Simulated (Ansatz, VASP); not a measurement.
# CaLa2Zn2 in VASP and in Ansatz

Contents of INCAR:

```
  ALGO = Normal
  EDIFF = 1E-7
  ENCUT = 520
  GGA = PS
  ISIF = 2
  ISMEAR = -1
  LASPH = True
  LCHARG = False
  LREAL = False
  LWAVE = False
  NBANDS = 36
  NELM = 80
  PREC = Accurate
  SIGMA = 0.1
```

File KPOINTS:

```
k-points
0
Gamma
  9 9 5
```

Contents of POSCAR:

```
CaLa2Zn2
1.0
    4.5644870000      0.0000000000      0.0000000000
   -2.2822440000      3.9529630000      0.0000000000
    0.0000000000      0.0000000000      7.6715450000
Zn Ca La
2 1 2
Direct
    0.3333000000      0.6667000000      0.6307000000
    0.6667000000      0.3333000000      0.3693000000
    0.0000000000      0.0000000000      0.0000000000
    0.3333000000      0.6667000000      0.2571000000
    0.6667000000      0.3333000000      0.7429000000
```

Input for Ansatz:

```yaml
crystal:
  lattice:
    - [4.564487, 0.0, 0.0]
    - [-2.282244, 3.952963, 0.0]
    - [0.0, 0.0, 7.671545]
  atoms:
    - { symbol: Zn, position: [0.3333, 0.6667, 0.6307] }
    - { symbol: Zn, position: [0.6667, 0.3333, 0.3693] }
    - { symbol: Ca, position: [0.0, 0.0, 0.0] }
    - { symbol: La, position: [0.3333, 0.6667, 0.2571] }
    - { symbol: La, position: [0.6667, 0.3333, 0.7429] }
  symmetry: { tolerance: 0.0003 }
kpoints:
  mp_grid: { grid: [9, 9, 5], shift: [0, 0, 0] }
  band_path:
    path:
      - [0.0, 0.0, 0.0]
      - [0.5, 3.0e-08, 0.0]
      - [0.33333333, 0.33333336, 0.0]
      - [0.0, 0.0, 0.0]
      - [0.0, 0.0, 0.5]
      - [0.5, 3.0e-08, 0.5]
      - [0.33333333, 0.33333336, 0.5]
      - [0.0, 0.0, 0.5]
      - [0.5, 3.0e-08, 0.5]
      - [0.5, 3.0e-08, 0.0]
      - [0.33333333, 0.33333336, 0.5]
    npoints: 6
magnetization:
  spin_polarized: false
scf:
  occupations: { method: fermi_dirac }
  lower_state_search: "off"
  max_iter: 200
hamiltonian:
  pseudopotentials: { kind: paw }
  xc: pbesol
basis:
  ecutwfc: 420
  fft_grid_basis: typed
output:
  forces: true
  stress: true
  eigenvalues: true
  bader: true
  populations: true
  elf: true
  write_potential: true
  volumetric_format: npy
  dos:
    e_range: [-12, 8]
    de: 0.05
    projected: { site_lists: { Ca: [Ca], La: [La], Zn: [Zn] } }
checkpoint:
  read: saved_state
```

Alike in both runs: task single point; functional PBEsol; k mesh 9 × 9 × 5; no spin polarisation.

|  | VASP | Ansatz |
| --- | --- | --- |
| version | VASP 6.6.1 | Ansatz 0.2.0 |
| potentials or method | VASP PAW PBE potentials, release 64 (Zn, Ca_sv, La), cutoff 520 eV | PAW plane waves |
| occupations | fermi-dirac, width 0.1 eV | fermi-dirac |
| valence electrons in the cell | 56 | 56 |

VASP gave:

* pressure (GPa): 6.7
* traceless stress, the component that is largest in VASP (GPa): -1.70
* rms of the force components (eV/Å): 0.116

Problem. What did Ansatz give for the same quantities?

Solution. Pressure (GPa): 6.6; traceless stress, the component that is largest in VASP (GPa): -1.69; rms of the force components (eV/Å): 0.114.

VASP's potentials were made for PBE, not for PBEsol. Atom by atom the forces differ by 0.002 eV/Å (rms over components). Ansatz's warnings: structure snapped to symmetry.

Neither program's run includes spin-orbit coupling.
